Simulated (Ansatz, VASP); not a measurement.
One calculation of PtSe2, two programs

```
Pt Se
1.0
     3.72400    0.00000    0.00000
    -1.86200    3.22508    0.00000
     0.00000    0.00000    5.46696
Pt Se
1 2
Direct
  0.00000 0.00000 0.00000
  0.33333 0.66667 0.25000
  0.66667 0.33333 0.75000
```

Change from the starting cell: strain +0.000 along x and y, +0.080 along z, atoms carried along.

Alike in both runs: task single point; functional PBEsol; k mesh 12 × 12 × 10; occupations gaussian, width 0.15 eV; no spin polarisation.

|  | VASP | Ansatz |
| --- | --- | --- |
| version | VASP 6.6.1 | Ansatz 0.2.0 |
| potentials or method | VASP PAW PBE potentials, release 64 (Pt, Se), cutoff 520 eV | scalar-relativistic, plane waves, PAW |
| valence electrons in the cell | 22 | 50 |

|  | VASP | Ansatz | Ansatz less VASP |
| --- | --- | --- | --- |
| gap on the k mesh at the Fermi level (eV) | none | none | - |
| pressure (GPa) | -4.9 | -4.9 | -0.03 |
| traceless stress, the component that is largest in VASP (GPa) | -1.76 | -1.74 | +0.020 |
| rms of the force components (eV/Å) | 0.364 | 0.368 | +0.0040 |

VASP's potentials were made for PBE, not for PBEsol. Atom by atom the forces differ by 0.004 eV/Å (rms over components). A gap of «none» marks a metal or a gap that the smearing closes. VASP's potentials hold 22 valence electrons a cell and Ansatz's 50, so a difference there can come from the potentials and not from the codes.

Spin-orbit coupling is off throughout.
